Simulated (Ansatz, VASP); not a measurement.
**TaCo3 in VASP and in Ansatz**

File INCAR:

```
  PREC = Accurate
  ENCUT = 520
  EDIFF = 1E-6
  ISMEAR = -1
  SIGMA = 0.08
  LREAL = False
  LASPH = True
  NELM = 150
  ALGO = Normal
  ISIF = 2
  LWAVE = False
  LCHARG = False
  ISPIN = 2
  MAGMOM = 0 2 2 2
  LORBIT = 11
  LMAXMIX = 4
  NBANDS = 31
```

File KPOINTS:

```
Automatic mesh
0
Gamma
  9 9 9
```

File POSCAR:

```
TaCo3
1.0
    3.8112906708      0.0000000000      0.0000000000
    0.0000000000      3.8112906708      0.0000000000
    0.0000000000      0.0000000000      3.8112906708
Ta Co
1 3
Direct
    0.0000000000      0.0000000000      0.0000000000
    0.0000000000      0.5000000000      0.5000000000
    0.5000000000      0.0000000000      0.5000000000
    0.5000000000      0.5000000000      0.0000000000
```

Input for Ansatz:

```yaml
crystal:
  lattice:
    - [3.8112906708, 0.0, 0.0]
    - [0.0, 3.8112906708, 0.0]
    - [0.0, 0.0, 3.8112906708]
  atoms:
    - { symbol: Ta, position: [0.0, 0.0, 0.0] }
    - { symbol: Co, position: [0.0, 0.5, 0.5], spin: 2.0 }
    - { symbol: Co, position: [0.5, 0.0, 0.5], spin: 2.0 }
    - { symbol: Co, position: [0.5, 0.5, 0.0], spin: 2.0 }
magnetization:
  spin_polarized: true
kpoints:
  mp_grid: { grid: [9, 9, 9] }
scf:
  occupations: { method: fermi_dirac, width: 0.08 }
  lower_state_search: "off"
hamiltonian:
  xc: lda
  pseudopotentials: { kind: paw }
output:
  forces: true
  stress: true
  eigenvalues: true
  populations: true
  write_density: true
  write_potential: true
  elf: true
  volumetric_format: npy
```

Change from the starting cell: volume scaled by 1.12, PAW files.

Alike in both runs: task single point; functional LDA; k mesh 9 × 9 × 9; occupations fermi-dirac, width 0.08 eV; collinear spin.

|  | VASP | Ansatz |
| --- | --- | --- |
| version | VASP 6.6.1 | Ansatz 0.2.0 |
| potentials or method | VASP PAW LDA potentials, release 64 (Ta_pv, Co) | PAW with Ansatz's default frozen-core files, scalar-relativistic |
| plane-wave cutoff (eV) | 520 | 420 |
| valence electrons in the cell | 38 | 64 |

Ansatz gave:

- pressure (GPa): -36.5
- net moment per atom (μB): 0.42
- size of the moment on the site where the two differ most (μB): 0.69

**Question.** What did VASP give for the same quantities?

**Answer.** Pressure (GPa): -36.4; net moment per atom (μB): 0.39; size of the moment on the site where the two differ most (μB): 0.62.

LDA's correlation is that of Perdew and Zunger in VASP and of Perdew and Wang (1992) in Ansatz. Site moments also hang on the region over which each program counts them. Both programs put the cell under strong tension, so it lies far from rest at this level. VASP's potentials hold 38 valence electrons a cell and Ansatz's 64, so a difference there can come from the potentials and not from the codes.

Spin-orbit coupling is off throughout. Noted on VASP's run: the cell as given lies far from equilibrium.
